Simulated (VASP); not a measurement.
# Rh: single point with RPBE

Rh:

```
Rh
1.0
     0.00000    2.00121    2.00121
     2.00121    0.00000    2.00121
     2.00121    2.00121    0.00000
Rh
1
Direct
  0.00000 0.00000 0.00000
```

```yaml
Program: VASP 6.6.1
Task: single point
Functional: RPBE
Potentials_or_basis: VASP PAW PBE potentials, release 64 (Rh_pv)
Cutoff: 520 eV
k_mesh: 23 × 23 × 23
Occupations: fermi-dirac, width 0.05 eV
Spin: collinear spin, ferromagnetic start
Starting_moments: "[1.0] μB"
```

```
Pressure                                              : -19.8 GPa
Net moment                                            : 0.00 μB per cell
Valence electrons inside the program's atomic spheres : Rh 13.56
```

Levels at points of the mesh, in eV from the Fermi level:
Spin up:
| k point | band 4 | band 5 | band 6 | band 7 | band 8 | band 9 | band 10 | band 11 |
| --- | --- | --- | --- | --- | --- | --- | --- | --- |
| (0.00, 0.00, 0.00) | -6.82 | -2.41 | -2.41 | -2.41 | -0.79 | -0.79 | 16.00 | 20.64 |
Spin down:
```tsv
k point	band 4	band 5	band 6	band 7	band 8	band 9	band 10	band 11
(0.00, 0.00, 0.00)	-6.82	-2.41	-2.41	-2.41	-0.79	-0.79	16.00	20.64
```

Wall time 92 s on 1 thread of AMD EPYC 9R45 96-Core Processor (Zen 5) (shared host), peak memory 0.23 GiB.

Caveat: the cell stands under tension; the PAW data sets were made with another functional, which shifts forces and pressure a little.
